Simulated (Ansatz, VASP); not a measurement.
## Two plane-wave programs on Zr3O

INCAR

```
  ALGO = Normal
  EDIFF = 1E-6
  ENCUT = 520
  GGA = PS
  ISIF = 2
  ISMEAR = 0
  LASPH = True
  LCHARG = False
  LREAL = False
  LWAVE = False
  NBANDS = 52
  NELM = 60
  PREC = Accurate
  SIGMA = 0.15
```

The input KPOINTS:

```
k-points
0
Gamma
  9 9 8
```

POSCAR

```
Zr3O
1.0
    5.4137257825      0.0000000000      0.0000000000
   -2.7068628913      4.6884240568      0.0000000000
    0.0000000000      0.0000000000      5.4857283354
Zr O
6 2
Direct
    0.3663331157      0.0000000000      0.0000000000
    0.3663331157      0.3663331157      0.5000000000
    0.0000000000      0.3663331157      0.0000000000
    0.6336668843      0.0000000000      0.5000000000
    0.6336668843      0.6336668843      0.0000000000
    0.0000000000      0.6336668843      0.5000000000
    0.3333333333      0.6666666667      0.2500000000
    0.6666666667      0.3333333333      0.7500000000
```

Input for Ansatz:

```yaml
crystal:
  lattice:
    - [5.4137257825, 0.0, 0.0]
    - [-2.7068628913, 4.6884240568, 0.0]
    - [0.0, 0.0, 5.4857283354]
  atoms:
    - { symbol: Zr, position: [0.3663331157, 0.0, 0.0] }
    - { symbol: Zr, position: [0.3663331157, 0.3663331157, 0.5] }
    - { symbol: Zr, position: [0.0, 0.3663331157, 0.0] }
    - { symbol: Zr, position: [0.6336668843, 0.0, 0.5] }
    - { symbol: Zr, position: [0.6336668843, 0.6336668843, 0.0] }
    - { symbol: Zr, position: [0.0, 0.6336668843, 0.5] }
    - { symbol: O, position: [0.3333333333, 0.6666666667, 0.25] }
    - { symbol: O, position: [0.6666666667, 0.3333333333, 0.75] }
basis:
  ecutwfc: 520.0
kpoints:
  mp_grid: { grid: [9, 9, 8] }
hamiltonian:
  xc: pbesol
  pseudopotentials: { kind: paw, azcp: { folder: soft_1 } }
scf:
  occupations: { method: gaussian, width: 0.15 }
output:
  forces: true
  stress: true
  eigenvalues: true
```

Alike in both runs: task single point; functional PBEsol; k mesh 9 × 9 × 8; occupations gaussian, width 0.15 eV; no spin polarisation.

```csv
,VASP,Ansatz
version,VASP 6.6.1,Ansatz 0.2.0
potentials or method,"VASP PAW PBE potentials, release 64 (Zr_sv, O), cutoff 520 eV","scalar-relativistic, plane waves, PAW"
valence electrons in the cell,84,84
```

|  | VASP | Ansatz | Ansatz less VASP |
| --- | --- | --- | --- |
| gap on the k mesh at the Fermi level (eV) | none | none | - |
| pressure (GPa) | 5.9 | 5.7 | -0.19 |
| traceless stress, the component that is largest in VASP (GPa) | -6.71 | -6.73 | -0.016 |
| rms of the force components (eV/Å) | 0.798 | 0.790 | -0.0081 |

VASP's potentials were made for PBE, not for PBEsol, and Ansatz warns of the same on its side. Atom by atom the forces differ by 0.008 eV/Å (rms over components). A gap of «none» marks a metal or a gap that the smearing closes.
